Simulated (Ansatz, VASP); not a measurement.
## Si2W: VASP beside Ansatz

```
W Si
1.0
     4.61685    0.00000    0.00000
    -2.30843    3.99831    0.00000
     0.00000    0.00000    6.65322
W Si
3 6
Direct
  0.50000 0.00000 0.50000
  0.50000 0.50000 0.83333
  0.00000 0.50000 0.16667
  0.32725 0.16363 0.16667
  0.83637 0.16363 0.83333
  0.16363 0.32725 0.50000
  0.67275 0.83637 0.16667
  0.16363 0.83637 0.83333
  0.83637 0.67275 0.50000
```

Alike in both runs: functional PBEsol; k mesh 7 × 7 × 4; occupations fermi-dirac, width 0.05 eV; no spin polarisation.

|  | VASP | Ansatz |
| --- | --- | --- |
| version | VASP 6.6.1 | Ansatz 0.2.0 |
| potentials or method | VASP PAW PBE potentials, release 64 (W_sv, Si), cutoff 520 eV | all-electron LAPW, scalar-relativistic |
| task | single point | band structure |

VASP gave:

| Item | Value |
| --- | --- |
| pressure (GPa) | -5.3 |
| traceless stress, the component that is largest in VASP (GPa) | -0.07 |
| rms of the force components (eV/Å) | 0.016 |

Question: Which values does Ansatz return?

Answer: Pressure (GPa): -5.6; traceless stress, the component that is largest in VASP (GPa): -0.12; rms of the force components (eV/Å): 0.017.

VASP's potentials were made for PBE, not for PBEsol. Atom by atom the forces differ by 0.001 eV/Å (rms over components). Ansatz ran all-electron here, and VASP with PAW potentials.

Spin-orbit coupling is off throughout.
